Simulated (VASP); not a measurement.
**HfV2N3: single point with PBE**

Crystal: HfV2N3.

```xyz
6
Lattice="3.9623 0.0000 0.0000 -1.9811 3.4314 0.0000 0.0000 0.0000 6.5672" Properties=species:S:1:pos:R:3 pbc="T T T"
Hf    0.0000    0.0000    3.2836
V     0.0000    2.2876    3.2836
V     1.9811    1.1438    3.2836
N     0.0000    2.2876    0.0000
N     1.9811    1.1438    0.0000
N     0.0000    0.0000    0.0000
```

The cell was generated, and may not be a known phase.

```
Program                : VASP 6.6.1
Task                   : single point
Functional             : PBE
Potentials or basis    : VASP PAW PBE potentials, release 64 (Hf_pv, V_sv, N)
Cutoff                 : 600 eV
k mesh                 : 6 × 6 × 4
Occupations            : gaussian, width 0.1 eV
Spin                   : collinear spin, antiferromagnetic start
Starting moments       : [0.0, 2.0, -2.0, 0.0, 0.0, 0.0] μB
Dipole correction      : no
Further INCAR settings : ALGO = Normal; EDIFF = 1e-06; NBANDS = 38
```

```
Pressure                                              : 13.8 GPa
Net moment                                            : 0.00 μB per cell
Valence electrons inside the program's atomic spheres : Hf 9.36; V 12.29; N 3.23
```

Stress tensor (GPa, compression positive):
```
 30.80   0.00   0.00
  0.00  30.80   0.00
  0.00   0.00 -20.26
```

Levels at points of the mesh, in eV from the Fermi level:
Spin up:
```tsv
k point	band 24	band 25	band 26	band 27	band 28	band 29
(0.00, 0.00, 0.00)	-0.33	-0.33	-0.15	-0.15	0.53	0.53
(0.50, 0.00, 0.00)	-0.48	-0.37	-0.31	-0.21	0.05	0.53
(0.00, 0.00, 0.50)	-0.27	-0.16	-0.16	0.15	0.40	0.41
(0.50, 0.00, 0.50)	-0.55	-0.43	-0.43	-0.34	-0.13	1.49
```
Spin down:
```csv
k point,band 23,band 24,band 25,band 26,band 27,band 28,band 29,band 30
"(0.00, 0.00, 0.00)",-0.76,-0.33,-0.33,-0.15,-0.15,0.53,0.53,1.02
"(0.50, 0.00, 0.00)",-0.65,-0.48,-0.37,-0.31,-0.21,0.05,0.53,0.94
"(0.00, 0.00, 0.50)",-0.27,-0.27,-0.16,-0.16,0.15,0.40,0.41,1.01
"(0.50, 0.00, 0.50)",-1.00,-0.55,-0.43,-0.43,-0.34,-0.13,1.49,1.80
```

Wall time 4.2 min on 1 thread of Oxide Virtual Turin-like Processor, with other jobs on the host, peak memory 0.32 GiB.

Caveat: the stress differs along the axes, from -20 to 31 GPa; the moments typed at the start vanished in this run; spin-orbit coupling is left out, which moves the levels of the heavy elements. With open d or f shells a metallic result of PBE can be an artefact of self-interaction; +U or a hybrid may open a gap.
